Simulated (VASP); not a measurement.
# Mg (Im-3m) in VASP: single point with PBEsol

Aim: the single point of Mg with PBEsol.

Program: VASP 6.6.1. These are calculated values, not measurements. Logs are shortened: lines on timing, memory, paths and dates and some standing lists are left out, and cuts for length are marked.

**1. The cell of the first run**

It takes space group Im-3m (No. 229, cubic). The conventional cell has a = 3.409 Å, b = 3.409 Å, c = 3.409 Å, α = 90.00°, β = 90.00°, γ = 90.00°. Within 3.9 Å of Mg (site symmetry m-3m) lie 14 Mg at 2.95 to 3.41 Å.

**2. Single point, PBEsol (strained)**

File INCAR:

```
SYSTEM = Mg
  PREC = Accurate
  ENCUT = 520
  EDIFF = 1E-6
  ISMEAR = 0
  SIGMA = 0.1
  LREAL = .FALSE.
  LASPH = .TRUE.
  NELM = 60
  ALGO = Normal
  ISIF = 2
  LWAVE = .FALSE.
  LCHARG = .FALSE.
  GGA = PS
  NBANDS = 7
```

File KPOINTS:

```
regular mesh
0
G
  16 16 16
  0 0 0
```

File POSCAR:

```
Mg
1.0
   -1.7043180595      1.7043180595      1.7043180595
    1.7043180595     -1.7043180595      1.7043180595
    1.7043180595      1.7043180595     -1.7043180595
Mg
1
Direct
    0.0000000000      0.0000000000      0.0000000000
```

Potentials or basis: VASP PAW PBE potentials, release 64 (Mg).

Command:

```
cat potpaw_PBE.64/Mg/POTCAR > POTCAR
mpirun -np 1 vasp_std > vasp.out
```

OUTCAR:

```text
SYSTEM = Mg
   PREC = Accurate
   ENCUT = 520
   EDIFF = 1E-6
   ISMEAR = 0
   LREAL = .FALSE.
   LASPH = .TRUE.
   NELM = 60
   ISIF = 2
   GGA = PS

 ion  position               nearest neighbor table
   1  0.000  0.000  0.000-

  LATTYP: Found a body centered cubic cell.
 ALAT       =     3.4086361190

  Lattice vectors:

 A1 = (  -1.7043180595,   1.7043180595,   1.7043180595)
 A2 = (   1.7043180595,  -1.7043180595,   1.7043180595)
 A3 = (   1.7043180595,   1.7043180595,  -1.7043180595)

Analysis of symmetry for initial positions (statically):
=====================================================================
 Subroutine PRICEL returns:
 Original cell was already a primitive cell.

 Routine SETGRP: Setting up the symmetry group for a
 body centered cubic supercell.

 Subroutine GETGRP returns: Found 48 space group operations
 (whereof 48 operations were pure point group operations)
 out of a pool of 48 trial point group operations.

The static configuration has the point symmetry O_h .

Analysis of symmetry for dynamics (positions and initial velocities):
=====================================================================
 Subroutine PRICEL returns:
 Original cell was already a primitive cell.

 Routine SETGRP: Setting up the symmetry group for a
 body centered cubic supercell.

 Subroutine GETGRP returns: Found 48 space group operations
 (whereof 48 operations were pure point group operations)
 out of a pool of 48 trial point group operations.

The dynamic configuration has the point symmetry O_h .

 Subroutine INISYM returns: Found 48 space group operations
 (whereof 48 operations are pure point group operations),
 and found     1 'primitive' translations

----------------------------------------------------------------------------------------

                                     Primitive cell

  volume of cell :      19.8021

  direct lattice vectors                    reciprocal lattice vectors
    -1.704318060  1.704318060  1.704318060     0.000000000  0.293372471  0.293372471
     1.704318060 -1.704318060  1.704318060     0.293372471  0.000000000  0.293372471
     1.704318060  1.704318060 -1.704318060     0.293372471  0.293372471  0.000000000

  length of vectors
     2.951965471  2.951965471  2.951965471     0.414891327  0.414891327  0.414891327

  position of ions in fractional coordinates (direct lattice)
     0.000000000  0.000000000  0.000000000

  ion indices of the primitive-cell ions
   primitive index   ion index
                 1           1

[... 70 lines left out ...]
   NELM   =     60;   NELMIN=  2; NELMDL= -5     # of ELM steps
   EDIFF  = 0.1E-05   stopping-criterion for ELM
   LREAL  =      F    real-space projection
   EDIFFG = 0.1E-04   stopping-criterion for IOM
   NSW    =      0    number of steps for IOM
   IBRION =     -1    ionic relax: 0-MD 1-quasi-New 2-CG
   NFREE  =      0    steps in history (QN), initial steepest desc. (CG)
   ISIF   =      2    stress and relaxation
   ISYM   =      2    0-nonsym 1-usesym 2-fastsym
   POTIM  = 0.5000    time-step for ionic-motion
   TEBEG  =    0.0;   TEEND  =   0.0 temperature during run
   PSTRESS=    0.0 pullay stress
   NELECT =       2.0000    total number of electrons
   NUPDOWN=      -1.0000    fix difference up-down
   EMIN   =  10.00;   EMAX   =-10.00  energy-range for DOS
   EFERMI =   0.00;   METHOD = LEGACY
   ISMEAR =     0;   SIGMA  =   0.10  broadening in eV -4-tet -1-fermi 0-gaus
   EFERMI_NEDOS =   21; number of points for ismear=-14 and -15
   IALGO  =     38    algorithm
   IMIX   =      4    mixing-type and parameters
     AMIX     =   0.40;   BMIX     =  1.00
     AMIX_MAG =   1.60;   BMIX_MAG =  1.00
  volume/ion in A,a.u.               =      19.80       133.63
  Fermi-wavevector in a.u.,A,eV,Ry     =   0.762396  1.440720  7.908363  0.581248
  Thomas-Fermi vector in A             =   1.861848
   LORBIT       =      0    0 simple, 1 ext, 2 COOP (PROOUT), +10 PAW based schemes
   GGA     = PS    functional components
   LHFCALC =     F    Hartree Fock is set to
   AEXX    =    0.0000 exact exchange contribution
   IVDW    =     0    specifies the selected vdW correction
   LEPSILON=     F    determine dielectric tensor
   LRPA    =     F    only Hartree local field effects (RPA)
 non-spin polarized calculation
 Gauss-broadening in eV      SIGMA  =   0.10
  energy-cutoff  :      520.00
  volume of cell :       19.80
 maximum number of plane-waves:       555
 NGX is ok and might be reduce to    24
   NGX = 11   NGY = 11   NGZ = 11

 number of electron       2.0000000 magnetization

 Free energy of the ion-electron system (eV)
  ---------------------------------------------------
  ext. energy  EPLUGINS =         0.00000000
  ---------------------------------------------------
  free energy    TOTEN  =        -1.65138494 eV

  energy without entropy =       -1.64930293  energy(sigma->0) =       -1.65034393

 E-fermi :   3.4388     XC(G=0):  -9.0133

 val. band max:        3.4029417277   @ k =   0.5000   0.5000   0.1875
 cond. band min:       3.4445500547   @ k =   0.3125   0.2500   0.1250
 fundamental gap:      0.0416083269
 Fermi energy:         3.4387640721

 k-point     1 :       0.0000    0.0000    0.0000
  band No.  band energies     occupation
      1      -4.1800      2.00000
      2      17.4493      0.00000
      3      17.4493      0.00000
      4      17.4493      0.00000
      5      19.6386      0.00000
      6      19.6386      0.00000
      7      20.6384      0.00000
[... 221 lines left out ...]
 k-point    24 :       0.2500    0.1875    0.0000
  band No.  band energies     occupation
      1      -0.5071      2.00000
      2       6.9514      0.00000
      3       8.8159      0.00000
      4      13.3628      0.00000
      5      17.4540      0.00000
      6      19.3462      0.00000
      7      22.1517      0.00000

 [... further k-points ...]
[... 5 lines left out ...]
  --------------------------------------------------------------------------------------
  -------------------------------------------------------------------------------------
  Total        0.7355015      0.7355015      0.7355015      0.0000000      0.0000000      0.0000000
  in kB       59.5089421     59.5089421     59.5089421      0.0000000      0.0000000      0.0000000
  external PRESSURE =      59.5089421 kB  Pullay stress =       0.0000000 kB

 VOLUME and BASIS-vectors are now :
 -----------------------------------------------------------------------------
  energy-cutoff  :      520.00
  volume of cell :       19.80
      direct lattice vectors                 reciprocal lattice vectors
    -1.704318060  1.704318060  1.704318060     0.000000000  0.293372471  0.293372471
     1.704318060 -1.704318060  1.704318060     0.293372471  0.000000000  0.293372471
     1.704318060  1.704318060 -1.704318060     0.293372471  0.293372471  0.000000000

 POSITION                                       TOTAL-FORCE (eV/Angst)
 -----------------------------------------------------------------------------------
      0.00000      0.00000      0.00000         0.000000      0.000000      0.000000
 -----------------------------------------------------------------------------------
    total drift:                                0.000000      0.000000      0.000000

  FREE ENERGIE OF THE ION-ELECTRON SYSTEM (eV)
  ---------------------------------------------------
  free  energy   TOTEN  =        -1.6513849405 eV

  energy  without entropy=       -1.6493029293  energy(sigma->0) =       -1.65034393
```

OSZICAR:

```text
N       E                     dE             d eps       ncg     rms          rms(c)
DAV:   1    -0.890479903399E+00   -0.89048E+00   -0.80963E+02  2198   0.197E+02
DAV:   2    -0.166111712222E+01   -0.77064E+00   -0.75546E+00  2604   0.125E+01
DAV:   3    -0.166391824125E+01   -0.28011E-02   -0.28008E-02  2660   0.849E-01
DAV:   4    -0.166392365371E+01   -0.54125E-05   -0.54120E-05  2849   0.268E-02
DAV:   5    -0.166392366195E+01   -0.82404E-08   -0.83434E-08  2639   0.831E-04    0.674E-01
DAV:   6    -0.165701961879E+01    0.69040E-02   -0.19317E-04  2247   0.816E-02    0.428E-01
DAV:   7    -0.165138579536E+01    0.56338E-02   -0.86670E-04  2135   0.149E-01    0.211E-02
DAV:   8    -0.165138494046E+01    0.85490E-06   -0.94082E-06  3066   0.174E-02
   1 F= -.16513849E+01 E0= -.16503439E+01  d E =-.208201E-02
```

Wall time 4 s (1 thread of Intel Xeon 6975P-C (Granite Rapids), shared host); peak memory 0.14 GiB.

What came out:

```yaml
Free_energy: -1.6514 eV
Pressure: 6.0 GPa
Band_gap_on_the_k_mesh: zero (band 1 reaches 7.46 eV, above the bottom of band 2 at 2.54 eV)
```

Levels at points of the mesh, in eV from the Fermi level:
```
           k point  band 1  band 2  band 3  band 4  band 5
(0.00, 0.00, 0.00)   -7.62   14.01   14.01   14.01   16.20
(0.50, 0.00, 0.00)   -1.72   -0.90    9.15   10.52   11.20
(0.50, 0.50, 0.50)    4.02    4.02    4.31    4.31    4.31
```

Caveat: the cell differs from its parent crystal (strained); the PAW data sets were made with another functional, which shifts forces and pressure a little.
